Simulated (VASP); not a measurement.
Here is a VASP 6.6.1 calculation.

Contents of INCAR:

```
SYSTEM = C
PREC = Accurate
ENCUT = 520
EDIFF = 1E-7
ISMEAR = -1
SIGMA = 0.02
LREAL = .False.
LASPH = .True.
NELM = 100
ALGO = Normal
ISIF = 2
LWAVE = .False.
LCHARG = .True.
GGA = PE
LELF = .True.
LVHAR = .True.
NBANDS = 16
```

KPOINTS

```
regular mesh
0
Gamma
  12 12 12
  0 0 0
```

POSCAR

```
C
1.0
    1.2275050105      0.7087003483      6.9141689918
   -1.2275050105      0.7087003483      6.9141689918
    0.0000000000     -1.4174006965      6.9141689918
C
4
Direct
    0.9191129941      0.9191129941      0.9191129941
    0.2524458879      0.2524458879      0.2524458879
    0.7475541121      0.7475541121      0.7475541121
    0.0808870059      0.0808870059      0.0808870059
```

Potentials or basis: VASP PAW PBE potentials, release 64 (C).

Run with:

```sh
$ cat potpaw_PBE.64/C/POTCAR > POTCAR
$ mpirun -np 1 vasp_std > vasp.out
```

Question: Estimate the band gap on the k mesh.

Answer: 0.24 eV, direct.

Question: Estimate the largest force.

Answer: 0.022 eV/Å.

Question: Estimate the pressure.

Answer: 5.0 GPa.

Forces in eV/Å, atoms in the order of the input:
```
C    0.000  0.000 -0.005
C    0.000  0.000 -0.022
C    0.000  0.000  0.022
C    0.000  0.000  0.005
```

A k mesh can miss the band edges.
